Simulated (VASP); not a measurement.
Ge, 1 atom in the cell. The structure is hexagonal, space group P6/mmm (No. 191). The conventional cell has a = 2.891 Å, b = 2.891 Å, c = 2.700 Å, α = 90.00°, β = 90.00°, γ = 120.00°. Ge (site symmetry 6/mmm) has 8 Ge at 2.70 to 2.89 Å within 3.6 Å. This isn't the form of Ge at room conditions, which is diamond.

```yaml
Program: VASP 6.6.1
Task: single point
Functional: PBE
Potentials_or_basis: VASP PAW PBE potentials, release 64 (Ge_d)
Cutoff: 520 eV
k_mesh: 15 × 15 × 14
Occupations: fermi-dirac, width 0.05 eV
Spin: no spin polarisation
Dipole_correction: no
Further_INCAR_settings: ALGO = Normal; EDIFF = 1e-06; NBANDS = 13
```

Potentials or basis: VASP PAW PBE potentials, release 64 (Ge_d).

Command:

```sh
$ cat potpaw_PBE.64/Ge_d/POTCAR > POTCAR
$ mpirun -np 1 vasp_std > vasp.out
```

Hardware: 1 thread of AMD EPYC 9R45 96-Core Processor (Zen 5) (shared host).

Problem. How long does it take, and how much memory?

Solution. Wall time 25 s on 1 thread of AMD EPYC 9R45 96-Core Processor (Zen 5) (shared host), peak memory 0.14 GiB. Counts: scf iterations 10, k points 216.
